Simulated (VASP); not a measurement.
MnO, 2 atoms in the cell. The typed cell holds 2 atoms: a = 3.446 Å, b = 3.446 Å, c = 3.446 Å, α = 60.00°, β = 60.00°, γ = 60.00°.  This cell differs from its parent crystal: atoms moved at random.

```yaml
Program: VASP 6.6.1
Task: single point
Functional: PBE
Potentials_or_basis: VASP PAW PBE potentials, release 64 (Mn_pv, O)
Cutoff: 520 eV
k_mesh: 9 × 9 × 9
Occupations: fermi-dirac, width 0.05 eV
Spin: collinear spin, ferromagnetic start
Starting_moments: "[4.0, 0.0] μB"
Dipole_correction: no
Further_INCAR_settings: ALGO = Normal; EDIFF = 1e-06; NBANDS = 20
```

Potentials or basis: VASP PAW PBE potentials, release 64 (Mn_pv, O).

The run is started by

```bash
$ cat potpaw_PBE.64/Mn_pv/POTCAR potpaw_PBE.64/O/POTCAR > POTCAR
$ mpirun -np 1 vasp_std > vasp.out
```

Hardware: 1 × NVIDIA H100 80GB with 1 thread of Intel(R) Xeon(R) Platinum 8481C CPU @ 2.70GHz (Sapphire Rapids), with other jobs on the host.

Estimate the wall time of this run.

It took 22 min on 1 × NVIDIA H100 80GB with 1 thread of Intel(R) Xeon(R) Platinum 8481C CPU @ 2.70GHz (Sapphire Rapids) (shared host), peak memory 1.4 GiB. Counts: scf iterations 15, k points 365.
